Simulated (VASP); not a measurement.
# ScF3 (P4/mmm) in VASP: single point with LDA

Aim: the single point of ScF3 with LDA.

Program: VASP 6.6.1. These are calculated values, not measurements. Logs are shortened: lines on timing, memory, paths and dates and some standing lists are left out, and cuts for length are marked.

## 1. The cell of the first run

Symmetry: P4/mmm, No. 123, tetragonal system. Conventional cell: a = 4.012 Å, b = 4.012 Å, c = 3.812 Å, α = 90.00°, β = 90.00°, γ = 90.00°. Sc (site symmetry 4/mmm) has 6 F at 1.91 to 2.01 Å within 2.5 Å. F (site symmetry mmm) has 2 Sc at 2.01 Å within 2.7 Å. F (site symmetry 4/mmm) has 2 Sc at 1.91 Å within 2.5 Å.

## 2. Single point, LDA (strain +0.000 along x and y, -0.050 along z)

Input file INCAR:

```
SYSTEM = ScF3
  ALGO = Normal
  EDIFF = 1E-6
  ENCUT = 520
  GGA = CA
  ISIF = 2
  ISMEAR = 0
  LASPH = .TRUE.
  LCHARG = .FALSE.
  LREAL = .FALSE.
  LWAVE = .FALSE.
  NBANDS = 24
  NELM = 100
  PREC = Accurate
  SIGMA = 0.05
```

Input file KPOINTS:

```
k-points
0
G
  6 6 6
  0 0 0
```

Input file POSCAR:

```
ScF3
1.0
    4.0124500000      0.0000000000      0.0000000000
    0.0000000000      4.0124500000      0.0000000000
    0.0000000000      0.0000000000      3.8118275000
Sc F
1 3
Direct
    0.0000000000      0.0000000000      0.0000000000
    0.5000000000      0.0000000000      0.0000000000
    0.0000000000      0.5000000000      0.0000000000
    0.0000000000      0.0000000000      0.5000000000
```

Potentials or basis: VASP PAW LDA potentials, release 64 (Sc_sv, F).

On the command line:

```
> cat potpaw_LDA.64/Sc_sv/POTCAR potpaw_LDA.64/F/POTCAR > POTCAR
> mpirun -np 1 vasp_std > vasp.out
```

OUTCAR:

```text
SYSTEM = ScF3
   EDIFF = 1E-6
   ENCUT = 520
   GGA = CA
   ISIF = 2
   ISMEAR = 0
   LASPH = .TRUE.
   LREAL = .FALSE.
   NELM = 100
   PREC = Accurate

 ion  position               nearest neighbor table
   1  0.000  0.000  0.000-   4 1.91   4 1.91   2 2.01   3 2.01   3 2.01   2 2.01
   2  0.500  0.000  0.000-   1 2.01   1 2.01
   3  0.000  0.500  0.000-   1 2.01   1 2.01
   4  0.000  0.000  0.500-   1 1.91   1 1.91

  LATTYP: Found a simple tetragonal cell.
 ALAT       =     4.0124500000
 C/A-ratio  =     0.9500000000

  Lattice vectors:

 A1 = (   4.0124500000,   0.0000000000,   0.0000000000)
 A2 = (   0.0000000000,   4.0124500000,   0.0000000000)
 A3 = (   0.0000000000,   0.0000000000,   3.8118275000)

Analysis of symmetry for initial positions (statically):
=====================================================================
 Subroutine PRICEL returns:
 Original cell was already a primitive cell.

 Routine SETGRP: Setting up the symmetry group for a
 simple tetragonal supercell.

 Subroutine GETGRP returns: Found 16 space group operations
 (whereof 16 operations were pure point group operations)
 out of a pool of 16 trial point group operations.

The static configuration has the point symmetry D_4h.

Analysis of symmetry for dynamics (positions and initial velocities):
=====================================================================
 Subroutine PRICEL returns:
 Original cell was already a primitive cell.

 Routine SETGRP: Setting up the symmetry group for a
 simple tetragonal supercell.

 Subroutine GETGRP returns: Found 16 space group operations
 (whereof 16 operations were pure point group operations)
 out of a pool of 16 trial point group operations.

The dynamic configuration has the point symmetry D_4h.

 Subroutine INISYM returns: Found 16 space group operations
 (whereof 16 operations are pure point group operations),
 and found     1 'primitive' translations

----------------------------------------------------------------------------------------

                                     Primitive cell

  volume of cell :      61.3695

  direct lattice vectors                    reciprocal lattice vectors
     4.012450000  0.000000000  0.000000000     0.249224289  0.000000000  0.000000000
     0.000000000  4.012450000  0.000000000     0.000000000  0.249224289  0.000000000
     0.000000000  0.000000000  3.811827500     0.000000000  0.000000000  0.262341357

  length of vectors
     4.012450000  4.012450000  3.811827500     0.249224289  0.249224289  0.262341357

  position of ions in fractional coordinates (direct lattice)
     0.000000000  0.000000000  0.000000000
     0.500000000  0.000000000  0.000000000
     0.000000000  0.500000000  0.000000000
     0.000000000  0.000000000  0.500000000

  ion indices of the primitive-cell ions
   primitive index   ion index
                 1           1
                 2           2
                 3           3
                 4           4

----------------------------------------------------------------------------------------

 KPOINTS: k-points

Automatic generation of k-mesh.
 Grid dimensions read from file:
 generate k-points for:    6    6    6

 Generating k-lattice:

  Cartesian coordinates                     Fractional coordinates (reciprocal lattice)
     0.041537382  0.000000000  0.000000000     0.166666667  0.000000000  0.000000000
     0.000000000  0.041537382  0.000000000     0.000000000  0.166666667  0.000000000
     0.000000000  0.000000000  0.043723560     0.000000000  0.000000000  0.166666667

  Length of vectors
     0.041537382  0.041537382  0.043723560

  Shift w.r.t. Gamma in fractional coordinates (k-lattice)
     0.000000000  0.000000000  0.000000000

 Subroutine IBZKPT returns following result:
 ===========================================

 Found     40 irreducible k-points:

 Following reciprocal coordinates:
            Coordinates               Weight
  0.000000  0.000000  0.000000      1.000000
  0.166667  0.000000  0.000000      4.000000
  0.333333  0.000000  0.000000      4.000000
  0.500000  0.000000  0.000000      2.000000
  0.166667  0.166667  0.000000      4.000000
  0.333333  0.166667  0.000000      8.000000
[... 16 lines left out ...]
  0.333333  0.000000  0.333333      8.000000
  0.500000  0.000000  0.333333      4.000000
 [... further k-points ...]
   k-points           NKPTS =     40   k-points in BZ     NKDIM =     40   number of bands    NBANDS=     24
   number of dos      NEDOS =    301   number of ions     NIONS =      4
   total plane-waves  NPLWV =  25200
   dimension x,y,z NGX =    30 NGY =   30 NGZ =   28
   dimension x,y,z NGXF=    60 NGYF=   60 NGZF=   56
   ions per type =               1   3
   NGX,Y,Z   is equivalent  to a cutoff of  12.43, 12.43, 12.21 a.u.
   NGXF,Y,Z  is equivalent  to a cutoff of  24.86, 24.86, 24.42 a.u.
 SYSTEM =  ScF3
   PREC   = accura    normal or accurate (medium, high low for compatibility)
   ISTART =      0    job   : 0-new  1-cont  2-samecut
   ICHARG =      2    charge: 1-file 2-atom 10-const
   ISPIN  =      1    spin polarized calculation?
   LNONCOLLINEAR =      F non collinear calculations
   LSORBIT =      F    spin-orbit coupling
   LASPH  =      T    aspherical Exc in radial PAW
   ENCUT  =  520.0 eV  38.22 Ry    6.18 a.u.   7.46  7.46  7.09*2*pi/ulx,y,z
   NELM   =    100;   NELMIN=  2; NELMDL= -5     # of ELM steps
   EDIFF  = 0.1E-05   stopping-criterion for ELM
   LREAL  =      F    real-space projection
   EDIFFG = 0.1E-04   stopping-criterion for IOM
   NSW    =      0    number of steps for IOM
   IBRION =     -1    ionic relax: 0-MD 1-quasi-New 2-CG
   NFREE  =      0    steps in history (QN), initial steepest desc. (CG)
   ISIF   =      2    stress and relaxation
   ISYM   =      2    0-nonsym 1-usesym 2-fastsym
   POTIM  = 0.5000    time-step for ionic-motion
   TEBEG  =    0.0;   TEEND  =   0.0 temperature during run
   PSTRESS=    0.0 pullay stress
   NELECT =      32.0000    total number of electrons
   NUPDOWN=      -1.0000    fix difference up-down
   EMIN   =  10.00;   EMAX   =-10.00  energy-range for DOS
   EFERMI =   0.00;   METHOD = LEGACY
   ISMEAR =     0;   SIGMA  =   0.05  broadening in eV -4-tet -1-fermi 0-gaus
   EFERMI_NEDOS =   21; number of points for ismear=-14 and -15
   IALGO  =     38    algorithm
   IMIX   =      4    mixing-type and parameters
     AMIX     =   0.40;   BMIX     =  1.00
     AMIX_MAG =   1.60;   BMIX_MAG =  1.00
  volume/ion in A,a.u.               =      15.34       103.54
  Fermi-wavevector in a.u.,A,eV,Ry     =   1.317672  2.490039 23.623245  1.736260
  Thomas-Fermi vector in A             =   2.447696
   LORBIT       =      0    0 simple, 1 ext, 2 COOP (PROOUT), +10 PAW based schemes
   GGA     = CA    functional components
   LHFCALC =     F    Hartree Fock is set to
   AEXX    =    0.0000 exact exchange contribution
   IVDW    =     0    specifies the selected vdW correction
   LEPSILON=     F    determine dielectric tensor
   LRPA    =     F    only Hartree local field effects (RPA)
 non-spin polarized calculation
 Gauss-broadening in eV      SIGMA  =   0.05
  energy-cutoff  :      520.00
  volume of cell :       61.37
 maximum number of plane-waves:      1668
 NGX is ok and might be reduce to    30
   NGX = 15   NGY = 15   NGZ = 15

 number of electron      31.9999964 magnetization

 Free energy of the ion-electron system (eV)
  ---------------------------------------------------
  ext. energy  EPLUGINS =         0.00000000
  ---------------------------------------------------
  free energy    TOTEN  =       -29.46366955 eV

  energy without entropy =      -29.46366955  energy(sigma->0) =      -29.46366955

 E-fermi :  -3.1759     XC(G=0):  -9.1038

 val. band max:       -3.4646806119   @ k =   0.5000   0.5000   0.5000
 cond. band min:       2.8032394754   @ k =   0.0000   0.0000   0.0000
 fundamental gap:      6.2679200873
 Fermi energy:        -3.1759415376

 k-point     1 :       0.0000    0.0000    0.0000
  band No.  band energies     occupation
      1     -48.5616      2.00000
      2     -27.7797      2.00000
      3     -27.5969      2.00000
      4     -27.5969      2.00000
      5     -23.7625      2.00000
      6     -23.0054      2.00000
[... 16 lines left out ...]
     23      12.3582      0.00000
     24      12.5442      0.00000

 k-point     2 :       0.1667    0.0000    0.0000
  band No.  band energies     occupation
      1     -48.5602      2.00000
      2     -27.7786      2.00000
      3     -27.7245      2.00000
      4     -27.5957      2.00000
      5     -23.7553      2.00000
      6     -22.9424      2.00000
[... 16 lines left out ...]
     23      10.8558      0.00000
     24      12.7521      0.00000

 k-point     3 :       0.3333    0.0000    0.0000
  band No.  band energies     occupation
      1     -48.5576      2.00000
      2     -27.9526      2.00000
      3     -27.7762      2.00000
      4     -27.5932      2.00000
      5     -23.7464      2.00000
      6     -22.9218      2.00000
[... 16 lines left out ...]
     23       9.0601      0.00000
     24      13.3809      0.00000

 k-point     4 :       0.5000    0.0000    0.0000
  band No.  band energies     occupation
      1     -48.5562      2.00000
      2     -28.0560      2.00000
      3     -27.7751      2.00000
      4     -27.5920      2.00000
      5     -23.7428      2.00000
      6     -22.9173      2.00000
[... 16 lines left out ...]
     23       8.0063      0.00000
     24      13.7599      0.00000

 k-point     5 :       0.1667    0.1667    0.0000
  band No.  band energies     occupation
      1     -48.5589      2.00000
      2     -27.7774      2.00000
      3     -27.7246      2.00000
      4     -27.7217      2.00000
      5     -23.7484      2.00000
      6     -22.7491      2.00000
[... 451 lines left out ...]
 k-point    22 :       0.1667    0.0000    0.3333
  band No.  band energies     occupation
      1     -48.5512      2.00000
      2     -28.4487      2.00000
      3     -27.7165      2.00000
      4     -27.5882      2.00000
      5     -22.9565      2.00000
      6     -22.6633      2.00000
[... 16 lines left out ...]
     23       9.7611      0.00000
     24      11.8336      0.00000

 k-point    23 :       0.3333    0.0000    0.3333
  band No.  band energies     occupation
      1     -48.5486      2.00000
      2     -28.4457      2.00000
      3     -27.9438      2.00000
      4     -27.5858      2.00000
      5     -22.9299      2.00000
      6     -22.4888      2.00000
[... 16 lines left out ...]
     23       9.8440      0.00000
     24      10.4758      0.00000

 k-point    24 :       0.5000    0.0000    0.3333
  band No.  band energies     occupation
      1     -48.5472      2.00000
      2     -28.4442      2.00000
      3     -28.0469      2.00000
      4     -27.5846      2.00000
      5     -22.9248      2.00000
      6     -22.4864      2.00000
[... 16 lines left out ...]
     23       8.8170      0.00000
     24      10.8004      0.00000

 [... further k-points ...]

------------------------ aborting loop because EDIFF is reached ----------------------------------------

  FORCE on cell =-STRESS in cart. coord.  units (eV):
  Direction    XX          YY          ZZ          XY          YZ          ZX
  --------------------------------------------------------------------------------------
  -------------------------------------------------------------------------------------
  Total       -0.5281370     -0.5281370      5.5967310      0.0000000      0.0000000      0.0000000
  in kB      -13.7881071    -13.7881071    146.1142284      0.0000000      0.0000000      0.0000000
  external PRESSURE =      39.5126714 kB  Pullay stress =       0.0000000 kB

 VOLUME and BASIS-vectors are now :
 -----------------------------------------------------------------------------
  energy-cutoff  :      520.00
  volume of cell :       61.37
      direct lattice vectors                 reciprocal lattice vectors
     4.012450000  0.000000000  0.000000000     0.249224289  0.000000000  0.000000000
     0.000000000  4.012450000  0.000000000     0.000000000  0.249224289  0.000000000
     0.000000000  0.000000000  3.811827500     0.000000000  0.000000000  0.262341357

 POSITION                                       TOTAL-FORCE (eV/Angst)
 -----------------------------------------------------------------------------------
      0.00000      0.00000      0.00000         0.000000      0.000000      0.000000
      2.00623      0.00000      0.00000         0.000000      0.000000      0.000000
      0.00000      2.00623      0.00000         0.000000      0.000000      0.000000
      0.00000      0.00000      1.90591         0.000000      0.000000      0.000000
 -----------------------------------------------------------------------------------
    total drift:                                0.000000      0.000000      0.000000

  FREE ENERGIE OF THE ION-ELECTRON SYSTEM (eV)
  ---------------------------------------------------
  free  energy   TOTEN  =       -29.4636695535 eV

  energy  without entropy=      -29.4636695535  energy(sigma->0) =      -29.46366955
```

Run time: 63 s. Hardware: 1 thread of AMD EPYC 7R13, shared host; peak memory 0.14 GiB.

Results:

| Quantity | Value |
| --- | --- |
| Free energy | -29.4637 eV |
| Pressure | 4.0 GPa |
| Band gap on the k mesh | 6.27 eV, indirect (least direct gap 6.82 eV) |

Caveat: the cell differs from its parent crystal (strain +0.000 along x and y, -0.050 along z). A k mesh can miss the band edges.
